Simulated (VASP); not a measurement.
# Ta2SiO2 (P-3m1) in VASP: further runs

Ta2SiO2 is run at these levels: PBE; tasks: single point, relaxation of cell and atoms.

Everything below comes from runs of VASP 6.6.1. Logs are shortened: lines on timing, memory, paths and dates and some standing lists are left out, and cuts for length are marked.

## 1. The cell of the first run

It takes space group P-3m1 (No. 164, trigonal). The conventional cell has a = 2.921 Å, b = 2.921 Å, c = 9.684 Å, α = 90.00°, β = 90.00°, γ = 120.00°. Within 2.8 Å of Ta (site symmetry 3m) lie 3 O at 2.12 Å. Si (site symmetry -3m) has 6 O at 2.88 Å and 6 Si at 2.92 Å within 3.8 Å. O (site symmetry 3m) has 3 Ta at 2.12 Å and 3 Si at 2.88 Å and 6 O at 2.92 Å within 3.0 Å.

## 2. Single point, PBE, collinear spin

File INCAR:

```
PREC = Accurate ; ENCUT = 600
EDIFF = 1E-6 ; ISMEAR = 0
SIGMA = 0.1 ; LREAL = False
LASPH = True ; NELM = 200
ALGO = Normal ; ISIF = 2
LWAVE = False ; LCHARG = True
ISPIN = 2 ; MAGMOM = 1 1 0 0 0
LORBIT = 11 ; LMAXMIX = 4
GGA = PE ; LELF = True
LVHAR = True ; NBANDS = 33
GGA_COMPAT = False
```

File KPOINTS:

```
Automatic mesh
0
Gamma
  6 6 2
```

File POSCAR:

```
Ta2SiO2
1.0
    2.9207084968      0.0000000000      0.0000000000
   -1.4603542484      2.5294077553      0.0000000000
    0.0000000000      0.0000000000      9.6836454759
Ta Si O
2 1 2
Direct
    0.6666666667      0.3333333333      0.6272995054
    0.3333333333      0.6666666667      0.3727004946
    0.0000000000      0.0000000000      0.0000000000
    0.3333333333      0.6666666667      0.7593873970
    0.6666666667      0.3333333333      0.2406126030
```

Potentials or basis: VASP PAW PBE potentials, release 64 (Ta_sv_GW, Si, O).

Launch:

```
cat potpaw_PBE.64/Ta_sv_GW/POTCAR potpaw_PBE.64/Si/POTCAR potpaw_PBE.64/O/POTCAR > POTCAR
mpirun -np 1 vasp_std > vasp.out
```

OUTCAR:

```text
PREC = Accurate
   ENCUT = 600
   EDIFF = 1E-6
   ISMEAR = 0
   LREAL = False
   LASPH = True
   NELM = 200
   ISIF = 2
   ISPIN = 2
   LORBIT = 11
   GGA = PE

 ion  position               nearest neighbor table
   1  0.667  0.333  0.627-   4 2.12   4 2.12   4 2.12   2 2.99   2 2.99   2 2.99
   2  0.333  0.667  0.373-   5 2.12   5 2.12   5 2.12   1 2.99   1 2.99   1 2.99
   3  0.000  0.000  0.000-
   4  0.333  0.667  0.759-   1 2.12   1 2.12   1 2.12
   5  0.667  0.333  0.241-   2 2.12   2 2.12   2 2.12

  LATTYP: Found a hexagonal cell.
 ALAT       =     2.9207084968
 C/A-ratio  =     3.3155124815

  Lattice vectors:

 A1 = (   2.9207084968,   0.0000000000,   0.0000000000)
 A2 = (  -1.4603542484,   2.5294077553,   0.0000000000)
 A3 = (   0.0000000000,   0.0000000000,   9.6836454759)

Analysis of symmetry for initial positions (statically):
=====================================================================
 Subroutine PRICEL returns:
 Original cell was already a primitive cell.

 Routine SETGRP: Setting up the symmetry group for a
 hexagonal supercell.

 Subroutine GETGRP returns: Found 12 space group operations
 (whereof 12 operations were pure point group operations)
 out of a pool of 24 trial point group operations.

The static configuration has the point symmetry D_3d.

Analysis of symmetry for dynamics (positions and initial velocities):
=====================================================================
 Subroutine PRICEL returns:
 Original cell was already a primitive cell.

 Routine SETGRP: Setting up the symmetry group for a
 hexagonal supercell.

 Subroutine GETGRP returns: Found 12 space group operations
 (whereof 12 operations were pure point group operations)
 out of a pool of 24 trial point group operations.

The dynamic configuration has the point symmetry D_3d.

Analysis of structural, dynamic, and magnetic symmetry:
=====================================================================
 Subroutine PRICEL returns:
 Original cell was already a primitive cell.

 Routine SETGRP: Setting up the symmetry group for a
 hexagonal supercell.

 Subroutine GETGRP returns: Found 12 space group operations
 (whereof 12 operations were pure point group operations)
 out of a pool of 24 trial point group operations.

The overall configuration has the point symmetry D_3d.

 Subroutine INISYM returns: Found 12 space group operations
 (whereof 12 operations are pure point group operations),
 and found     1 'primitive' translations

----------------------------------------------------------------------------------------

                                     Primitive cell

  volume of cell :      71.5395

  direct lattice vectors                    reciprocal lattice vectors
     2.920708497  0.000000000  0.000000000     0.342382679  0.197674732  0.000000000
    -1.460354248  2.529407755  0.000000000     0.000000000  0.395349464  0.000000000
     0.000000000  0.000000000  9.683645476     0.000000000  0.000000000  0.103266895

  length of vectors
     2.920708497  2.920708497  9.683645476     0.395349464  0.395349464  0.103266895

  position of ions in fractional coordinates (direct lattice)
     0.666666667  0.333333333  0.627299505
     0.333333333  0.666666667  0.372700495
     0.000000000  0.000000000  0.000000000
     0.333333333  0.666666667  0.759387397
     0.666666667  0.333333333  0.240612603

  ion indices of the primitive-cell ions
   primitive index   ion index
                 1           1
                 2           2
                 3           3
                 4           4
                 5           5

----------------------------------------------------------------------------------------

 KPOINTS: Automatic mesh

Automatic generation of k-mesh.
[... 26 lines left out ...]
  0.500000 -0.000000  0.000000      3.000000
  0.166667  0.166667  0.000000      6.000000
  0.333333  0.166667  0.000000     12.000000
  0.333333  0.333333  0.000000      2.000000
  0.000000  0.000000  0.500000      1.000000
  0.166667  0.000000  0.500000      6.000000
  0.333333  0.000000  0.500000      6.000000
  0.500000 -0.000000  0.500000      3.000000
  0.166667  0.166667  0.500000      6.000000
  0.333333  0.166667  0.500000     12.000000
  0.333333  0.333333  0.500000      2.000000
   k-points           NKPTS =     14   k-points in BZ     NKDIM =     14   number of bands    NBANDS=     33
   number of dos      NEDOS =    301   number of ions     NIONS =      5
   total plane-waves  NPLWV =  46080
   dimension x,y,z NGX =    24 NGY =   24 NGZ =   80
   dimension x,y,z NGXF=    48 NGYF=   48 NGZF=  160
   ions per type =               2   1   2
   NGX,Y,Z   is equivalent  to a cutoff of  13.66, 13.66, 13.73 a.u.
   NGXF,Y,Z  is equivalent  to a cutoff of  27.32, 27.32, 27.47 a.u.
 SYSTEM =  unknown system
   PREC   = accura    normal or accurate (medium, high low for compatibility)
   ISTART =      0    job   : 0-new  1-cont  2-samecut
   ICHARG =      2    charge: 1-file 2-atom 10-const
   ISPIN  =      2    spin polarized calculation?
   LNONCOLLINEAR =      F non collinear calculations
   LSORBIT =      F    spin-orbit coupling
   LASPH  =      T    aspherical Exc in radial PAW
   ENCUT  =  600.0 eV  44.10 Ry    6.64 a.u.   5.83  5.83 19.34*2*pi/ulx,y,z
   NELM   =    200;   NELMIN=  2; NELMDL= -5     # of ELM steps
   EDIFF  = 0.1E-05   stopping-criterion for ELM
   LREAL  =      F    real-space projection
   EDIFFG = 0.1E-04   stopping-criterion for IOM
   NSW    =      0    number of steps for IOM
   IBRION =     -1    ionic relax: 0-MD 1-quasi-New 2-CG
   NFREE  =      0    steps in history (QN), initial steepest desc. (CG)
   ISIF   =      2    stress and relaxation
   ISYM   =      2    0-nonsym 1-usesym 2-fastsym
   POTIM  = 0.5000    time-step for ionic-motion
   TEBEG  =    0.0;   TEEND  =   0.0 temperature during run
   PSTRESS=    0.0 pullay stress
   NELECT =      42.0000    total number of electrons
   NUPDOWN=      -1.0000    fix difference up-down
   EMIN   =  10.00;   EMAX   =-10.00  energy-range for DOS
   EFERMI =   0.00;   METHOD = LEGACY
   ISMEAR =     0;   SIGMA  =   0.10  broadening in eV -4-tet -1-fermi 0-gaus
   EFERMI_NEDOS =   21; number of points for ismear=-14 and -15
   IALGO  =     38    algorithm
   IMIX   =      4    mixing-type and parameters
     AMIX     =   0.40;   BMIX     =  1.00
     AMIX_MAG =   1.60;   BMIX_MAG =  1.00
  volume/ion in A,a.u.               =      14.31        96.55
  Fermi-wavevector in a.u.,A,eV,Ry     =   1.370806  2.590447 25.566826  1.879109
  Thomas-Fermi vector in A             =   2.496559
   LORBIT       =     11    0 simple, 1 ext, 2 COOP (PROOUT), +10 PAW based schemes
   GGA     = PE    functional components
   LHFCALC =     F    Hartree Fock is set to
   AEXX    =    0.0000 exact exchange contribution
   IVDW    =     0    specifies the selected vdW correction
   LEPSILON=     F    determine dielectric tensor
   LRPA    =     F    only Hartree local field effects (RPA)
 spin polarized calculation
 Gauss-broadening in eV      SIGMA  =   0.10
  energy-cutoff  :      600.00
  volume of cell :       71.54
 maximum number of plane-waves:      2406
 NGX is ok and might be reduce to    24
   NGX = 11   NGY = 11   NGZ = 39

 number of electron      41.9999997 magnetization       0.0014871

 Free energy of the ion-electron system (eV)
  ---------------------------------------------------
  ext. energy  EPLUGINS =         0.00000000
  ---------------------------------------------------
  free energy    TOTEN  =       -49.40902921 eV

  energy without entropy =      -49.39447234  energy(sigma->0) =      -49.40175078

 E-fermi :   8.2365     XC(G=0): -11.6976

 val. band max:        8.0588919553   @ k =   0.1667   0.0000   0.5000
 cond. band min:       8.2566753677   @ k =   0.3333   0.0000   0.5000
 fundamental gap:      0.1977834124
 Fermi energy:         8.2364790392

 spin component 1

 k-point     1 :       0.0000    0.0000    0.0000
  band No.  band energies     occupation
      1     -59.7882      1.00000
      2     -59.7461      1.00000
      3     -26.5516      1.00000
      4     -26.0590      1.00000
      5     -25.8119      1.00000
      6     -25.8119      1.00000
[... 493 lines left out ...]
     32      16.8286      0.00000
     33      17.8456      0.00000
 Fermi energy:         8.2364790392

 spin component 2

 k-point     1 :       0.0000    0.0000    0.0000
  band No.  band energies     occupation
      1     -59.7879      1.00000
      2     -59.7458      1.00000
      3     -26.5512      1.00000
      4     -26.0587      1.00000
      5     -25.8115      1.00000
      6     -25.8115      1.00000
[... 493 lines left out ...]
     32      16.8280      0.00000
     33      17.8463      0.00000

------------------------ aborting loop because EDIFF is reached ----------------------------------------

  FORCE on cell =-STRESS in cart. coord.  units (eV):
  Direction    XX          YY          ZZ          XY          YZ          ZX
  --------------------------------------------------------------------------------------
  -------------------------------------------------------------------------------------
  Total       -0.0758422     -0.0758422      0.1750500      0.0000000      0.0000000      0.0000000
  in kB       -1.6985395     -1.6985395      3.9203671      0.0000000      0.0000000      0.0000000
  external PRESSURE =       0.1744293 kB  Pullay stress =       0.0000000 kB

 VOLUME and BASIS-vectors are now :
 -----------------------------------------------------------------------------
  energy-cutoff  :      600.00
  volume of cell :       71.54
      direct lattice vectors                 reciprocal lattice vectors
     2.920708497  0.000000000  0.000000000     0.342382679  0.197674732  0.000000000
    -1.460354248  2.529407755  0.000000000     0.000000000  0.395349464  0.000000000
     0.000000000  0.000000000  9.683645476     0.000000000  0.000000000  0.103266895

 POSITION                                       TOTAL-FORCE (eV/Angst)
 -----------------------------------------------------------------------------------
      1.46035      0.84314      6.07455        -0.000000      0.000000     -0.154447
     -0.00000      1.68627      3.60910        -0.000000      0.000000      0.154447
      0.00000      0.00000      0.00000         0.000000      0.000000      0.000000
     -0.00000      1.68627      7.35364        -0.000000      0.000000      0.099304
      1.46035      0.84314      2.33001         0.000000     -0.000000     -0.099304
 -----------------------------------------------------------------------------------
    total drift:                               -0.000000      0.000000      0.000000

  FREE ENERGIE OF THE ION-ELECTRON SYSTEM (eV)
  ---------------------------------------------------
  free  energy   TOTEN  =       -49.4090292084 eV

  energy  without entropy=      -49.3944723438  energy(sigma->0) =      -49.40175078

 total charge

# of ion       s       p       d       f       tot
--------------------------------------------------
    1        3.268   6.054   2.282   0.084  11.687
    2        3.268   6.054   2.282   0.084  11.687
    3        0.936   0.514   0.000   0.000   1.450
    4        1.572   3.432   0.000   0.000   5.004
    5        1.572   3.432   0.000   0.000   5.004
--------------------------------------------------
tot         10.616  19.485   4.564   0.168  34.832

 magnetization (x)

# of ion       s       p       d       f       tot
--------------------------------------------------
    1       -0.000   0.000   0.000   0.000   0.000
    2       -0.000   0.000   0.000   0.000   0.000
    3       -0.000  -0.000   0.000   0.000  -0.000
    4       -0.000  -0.000   0.000   0.000  -0.000
    5       -0.000  -0.000   0.000   0.000  -0.000
--------------------------------------------------
tot         -0.000  -0.000   0.001   0.000   0.001
```

Run time: 2 min. Hardware: 1 thread of Intel Xeon Platinum 8259CL at 2.50GHz (Skylake/Cascade Lake), shared host; peak memory 0.28 GiB.

What came out:

- Free energy: -49.4090 eV
- Pressure: 0.0 GPa
- Largest force: 0.154 eV/Å
- Band gap on the k mesh: zero (filled and empty bands overlap)
- Net moment: 0.00 μB per cell
- Valence electrons inside the program's atomic spheres: Ta 11.69; Si 1.45; O 5.00

Forces on the atoms (eV/Å):
```
Ta   0.000  0.000 -0.154
Ta   0.000  0.000  0.154
Si   0.000  0.000  0.000
O    0.000  0.000  0.099
O    0.000  0.000 -0.099
```

Levels at points of the mesh, in eV from the Fermi level:
Spin up:
```
           k point  band 18  band 19  band 20  band 21  band 22  band 23  band 24  band 25
(0.00, 0.00, 0.00)    -2.92    -2.15     0.74     1.07     1.07     1.28     1.71     1.71
(0.50, 0.00, 0.00)    -2.93    -2.41    -1.47    -1.21     0.41     2.58     2.83     4.72
(0.00, 0.00, 0.50)    -3.82    -0.57    -0.40     1.08     1.08     1.58     1.71     1.71
(0.50, 0.00, 0.50)    -3.14    -2.44    -1.33    -1.04     0.40     2.50     2.86     4.40
```
Spin down:
```
           k point  band 17  band 18  band 19  band 20  band 21  band 22  band 23  band 24  band 25  band 26
(0.00, 0.00, 0.00)    -4.21    -2.92    -2.15     0.75     1.07     1.07     1.28     1.71     1.71     4.67
(0.50, 0.00, 0.00)    -4.34    -2.93    -2.41    -1.47    -1.21     0.41     2.58     2.83     4.72     4.74
(0.00, 0.00, 0.50)    -4.21    -3.82    -0.57    -0.40     1.08     1.08     1.58     1.71     1.71     4.63
(0.50, 0.00, 0.50)    -4.35    -3.14    -2.44    -1.33    -1.04     0.40     2.50     2.86     4.40     4.66
```

Caveat: the k points lie up to 0.41 Å⁻¹ apart, too coarse for converged energies and pressures of a metal; spin-orbit coupling is left out, which moves the levels of the heavy elements.

## 3. Single point, PBE

This run uses another cell than the first one, of 10.95 Å³/atom.

File INCAR:

```
SYSTEM = Ta2SiO2
PREC = Accurate ; ENCUT = 520
EDIFF = 1E-6 ; ISMEAR = 0
SIGMA = 0.1 ; LREAL = .FALSE.
LASPH = .TRUE. ; NELM = 80
ALGO = Normal ; ISIF = 2
LWAVE = .FALSE. ; LCHARG = .FALSE.
GGA = PE ; NBANDS = 27
```

File KPOINTS:

```
Automatic mesh
0
G
  6 6 4
  0 0 0
```

File POSCAR:

```
Ta2SiO2
1.0
    3.5636546200      0.0000000000      0.0000000000
   -1.7818273100      3.0862154300      0.0000000000
    0.0000000000      0.0000000000      4.9775965400
Ta Si O
2 1 2
Direct
    0.6666666700      0.3333333300      0.6155828900
    0.3333333300      0.6666666700      0.3844171100
    0.0000000000      0.0000000000      0.0000000000
    0.3333333300      0.6666666700      0.8695532600
    0.6666666700      0.3333333300      0.1304467400
```

Potentials or basis: VASP PAW PBE potentials, release 64 (Ta_pv, Si, O).

Launch:

```
cat potpaw_PBE.64/Ta_pv/POTCAR potpaw_PBE.64/Si/POTCAR potpaw_PBE.64/O/POTCAR > POTCAR
mpirun -np 1 vasp_std > vasp.out
```

OUTCAR:

```text
SYSTEM = Ta2SiO2
   PREC = Accurate
   ENCUT = 520
   EDIFF = 1E-6
   ISMEAR = 0
   LREAL = .FALSE.
   LASPH = .TRUE.
   NELM = 80
   ISIF = 2
   GGA = PE

 ion  position               nearest neighbor table
   1  0.667  0.333  0.616-   2 2.36   2 2.36   2 2.36   4 2.41   4 2.41   5 2.41   4 2.41   5 2.56
                             3 2.81   3 2.81   3 2.81
   2  0.333  0.667  0.384-   1 2.36   1 2.36   1 2.36   5 2.41   5 2.41   4 2.41   5 2.41   4 2.56
                             3 2.81   3 2.81   3 2.81
   3  0.000  0.000  0.000-   4 2.16   5 2.16   4 2.16   5 2.16   5 2.16   4 2.16   1 2.81   2 2.81
                             2 2.81   1 2.81   2 2.81   1 2.81
   4  0.333  0.667  0.870-   3 2.16   3 2.16   3 2.16   1 2.41   1 2.41   2 2.41   1 2.41   2 2.56

   5  0.667  0.333  0.130-   3 2.16   3 2.16   3 2.16   2 2.41   2 2.41   1 2.41   2 2.41   1 2.56

  LATTYP: Found a hexagonal cell.
 ALAT       =     3.5636546200
 C/A-ratio  =     1.3967673837

  Lattice vectors:

 A1 = (   3.5636546200,   0.0000000000,   0.0000000000)
 A2 = (  -1.7818273100,   3.0862154300,   0.0000000000)
 A3 = (   0.0000000000,   0.0000000000,   4.9775965400)

Analysis of symmetry for initial positions (statically):
=====================================================================
[... 183 lines left out ...]
 Fermi energy:         9.0730160229

 k-point     1 :       0.0000    0.0000    0.0000
  band No.  band energies     occupation
      1     -25.9554      2.00000
      2     -25.9554      2.00000
      3     -25.7027      2.00000
      4     -24.9929      2.00000
      5     -24.2121      2.00000
      6     -24.2121      2.00000
[... 709 lines left out ...]
     26      14.0152      0.00000
     27      14.0152      0.00000

------------------------ aborting loop because EDIFF is reached ----------------------------------------

  FORCE on cell =-STRESS in cart. coord.  units (eV):
  Direction    XX          YY          ZZ          XY          YZ          ZX
  --------------------------------------------------------------------------------------
  -------------------------------------------------------------------------------------
  Total       21.6501813     21.6501812     11.9728983      0.0000000      0.0000000      0.0000000
  in kB      633.6224877    633.6224872    350.4034211      0.0000000      0.0000000      0.0000000
  external PRESSURE =     539.2161320 kB  Pullay stress =       0.0000000 kB

 VOLUME and BASIS-vectors are now :
 -----------------------------------------------------------------------------
  energy-cutoff  :      520.00
  volume of cell :       54.74
      direct lattice vectors                 reciprocal lattice vectors
     3.563654620  0.000000000  0.000000000     0.280610807  0.162010725  0.000000000
    -1.781827310  3.086215430  0.000000000     0.000000000  0.324021450  0.000000000
     0.000000000  0.000000000  4.977596540     0.000000000  0.000000000  0.200900172

 POSITION                                       TOTAL-FORCE (eV/Angst)
 -----------------------------------------------------------------------------------
      1.78183      1.02874      3.06412        -0.000000      0.000000      8.664404
     -0.00000      2.05748      1.91347        -0.000000      0.000000     -8.664404
      0.00000      0.00000      0.00000         0.000000      0.000000      0.000000
     -0.00000      2.05748      4.32829        -0.000000      0.000000     -0.978538
      1.78183      1.02874      0.64931         0.000000     -0.000000      0.978538
 -----------------------------------------------------------------------------------
    total drift:                                0.000000      0.000000      0.000000

  FREE ENERGIE OF THE ION-ELECTRON SYSTEM (eV)
  ---------------------------------------------------
  free  energy   TOTEN  =       -35.2512069261 eV

  energy  without entropy=      -35.2362428540  energy(sigma->0) =      -35.24372489
```

stdout:

```text
POSCAR found type information on POSCAR TaSiO
 POSCAR found :  3 types and       5 ions
 scaLAPACK will be used
 LDA part: xc-table for (Slater+PW92), standard interpolation
 POSCAR, INCAR and KPOINTS ok, starting setup
 FFT: planning ... GRIDC
 FFT: planning ... GRID_SOFT
 FFT: planning ... GRID
 WAVECAR not read
 entering main loop
```

Wall time 16 s (1 thread of Intel Xeon 6975P-C (Granite Rapids), shared host); peak memory 0.19 GiB.

Results:

* Free energy: -35.2512 eV
* Pressure: 53.9 GPa
* Largest force: 8.664 eV/Å
* Band gap on the k mesh: zero (bands 19 and 20 overlap by 2.30 eV)

Forces in eV/Å, atoms in the order of the input:
```
Ta   0.000  0.000  8.664
Ta   0.000  0.000 -8.664
Si   0.000  0.000  0.000
O    0.000  0.000 -0.979
O    0.000  0.000  0.979
```

Levels at points of the mesh, in eV from the Fermi level:
| k point | band 16 | band 17 | band 18 | band 19 | band 20 | band 21 | band 22 | band 23 |
| --- | --- | --- | --- | --- | --- | --- | --- | --- |
| (0.00, 0.00, 0.00) | -2.47 | -2.47 | -1.50 | -1.50 | -1.41 | -0.10 | -0.03 | 1.95 |
| (0.50, 0.00, 0.00) | -1.75 | -1.60 | -1.10 | 0.89 | 1.08 | 1.43 | 1.85 | 1.92 |
| (0.00, 0.00, 0.50) | -2.82 | -1.92 | -1.92 | -1.25 | -1.25 | 1.81 | 2.12 | 3.37 |
| (0.50, 0.00, 0.50) | -1.33 | -1.23 | -1.11 | -0.76 | 1.77 | 2.23 | 2.34 | 3.42 |

Caveat: the cell stands under pressure; spin-orbit coupling is left out, which moves the levels of the heavy elements; forces of over 1 eV/Å act on the atoms, so gaps and moduli don't describe the material at rest.

(Part 1 of 3 ends here.)
